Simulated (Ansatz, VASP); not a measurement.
# One calculation of C, two programs

```
C
1.0
     2.18187   -2.52617    0.00000
     2.18187    2.52617    0.00000
     0.00000    0.00000    4.37047
C
8
Direct
  0.31555 0.04586 0.41031
  0.45414 0.18445 0.08969
  0.04586 0.31555 0.58969
  0.18445 0.45414 0.91031
  0.95414 0.68445 0.41031
  0.68445 0.95414 0.58969
  0.81555 0.54586 0.08969
  0.54586 0.81555 0.91031
```

Alike in both runs: functional PBE; k mesh 6 × 6 × 4; occupations gaussian, width 0.1 eV; no spin polarisation.

Ansatz relaxed the structure, and its values are those at the end. VASP's run is a single point on that final structure, the one shown.

```csv
,VASP,Ansatz
version,VASP 6.6.1,Ansatz 0.2.0
potentials or method,"VASP PAW PBE potentials, release 64 (C), cutoff 520 eV","scalar-relativistic, plane waves, PAW"
valence electrons in the cell,32,32
```

```tsv
	VASP	Ansatz	Ansatz less VASP
gap on the k mesh at the Fermi level (eV)	2.76	2.78	+0.017
least direct gap on the mesh (eV)	4.63	4.65	+0.016
pressure (GPa)	0.6	0.0	-0.57
rms of the force components (eV/Å)	0.003	0.001	-0.0021
```
